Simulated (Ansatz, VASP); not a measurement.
# Two plane-wave programs on BiRu

```xyz
2
Lattice="3.4029 0.0000 0.0000 0.0000 3.4029 0.0000 0.0000 0.0000 3.4029" Properties=species:S:1:pos:R:3 pbc="T T T"
Bi    0.0000    0.0000    0.0000
Ru    1.7015    1.7015    1.7015
```

Change from the starting cell: species swapped into the YbTl type (Pm-3m, No. 221).

Alike in both runs: task single point; functional PBE; k mesh 6 × 6 × 6; occupations gaussian, width 0.1 eV; collinear spin.

```csv
,VASP,Ansatz
version,VASP 6.6.1,Ansatz 0.2.0
potentials or method,"VASP PAW PBE potentials, release 64 (Bi_d, Ru_pv), cutoff 520 eV","scalar-relativistic, plane waves, PAW"
valence electrons in the cell,29,31
```

|  | VASP | Ansatz | Ansatz less VASP |
| --- | --- | --- | --- |
| gap on the k mesh at the Fermi level (eV) | none | none | - |
| pressure (GPa) | 0.0 | 0.0 | +0.01 |
| net moment per atom (μB) | 0.19 | 0.20 | +0.003 |
| size of the moment on the site where the two differ most (μB) | 0.39 | 0.39 | +0.004 |

Site moments also hang on the region over which each program counts them. A gap of «none» marks a metal or a gap that the smearing closes. VASP's potentials hold 29 valence electrons a cell and Ansatz's 31, so a difference there can come from the potentials and not from the codes.

Spin-orbit coupling is off throughout.
